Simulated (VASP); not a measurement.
**TmI4: single point with PBE**

TmI4:

```xyz
5
Lattice="5.5937 0.0000 0.0000 -2.7968 4.8443 0.0000 0.0000 0.0000 8.9638" Properties=species:S:1:pos:R:3 pbc="T T T"
Tm    0.0000    0.0000    1.2526
I     0.0000    3.2295    2.2428
I     2.7968    1.6148    2.2428
I     0.0000    3.2295    7.4947
I     2.7968    1.6148    7.4947
```

The cell was generated, and may not be a known phase.

| Property | Result |
| --- | --- |
| Program | VASP 6.6.1 |
| Task | single point |
| Functional | PBE |
| Potentials or basis | VASP PAW PBE potentials, release 64 (Tm_3, I), 4f in core |
| Cutoff | 500 eV |
| k mesh | 4 × 4 × 2 |
| Occupations | gaussian, width 0.2 eV |
| Spin | no spin polarisation |
| Dipole correction | no |
| Further INCAR settings | ALGO = Normal; EDIFF = 1e-06; NBANDS = 26 |

```json
{
  "Pressure": "0.2 GPa",
  "Largest force": "0.024 eV/Å",
  "Band gap on the k mesh": "zero (an odd number of electrons rules out a gap without spin polarisation)"
}
```

Forces in eV/Å, atoms in the order of the input:
```
Tm   0.000  0.000  0.024
I    0.000  0.000  0.005
I    0.000  0.000  0.005
I    0.000  0.000 -0.017
I    0.000  0.000 -0.017
```

Stress tensor (GPa, compression positive):
```
0.35 0.00 0.00
0.00 0.35 0.00
0.00 0.00 0.00
```

Levels at points of the mesh, in eV from the Fermi level:
```
           k point  band 14  band 15  band 16  band 17  band 18  band 19  band 20  band 21  band 22  band 23
(0.00, 0.00, 0.00)    -2.70    -2.63    -2.45    -1.19    -1.19    -0.70    -0.09     1.47     1.47     1.62
(0.50, 0.00, 0.00)    -2.17    -2.02    -1.88    -1.47    -0.96     0.17     0.53     0.81     0.83     1.14
(0.00, 0.00, 0.50)    -2.70    -2.70    -2.37    -1.20    -1.20    -0.83     0.00     1.47     1.47     1.64
(0.50, 0.00, 0.50)    -2.26    -2.17    -1.87    -1.65    -0.96     0.16     0.53     0.82     0.85     1.17
```

Wall time 44 s on 1 thread of AMD EPYC 9R45 96-Core Processor (Zen 5), on a shared host, peak memory 0.32 GiB.

Caveat: spin-orbit coupling is left out, which moves the levels of the heavy elements; this functional lacks dispersion, which binds layers or chains, so the pressure and a relaxed spacing across them are unreliable; the 4f electrons are frozen in the core, so they carry no moment and show no levels; an odd number of electrons without spin polarisation forces a metal; a magnetic or distorted state may lie lower; the run has no spin polarisation, though such a crystal can be magnetic. Spin polarisation is off, so any magnetic state and its effect on volume and gap are missing.
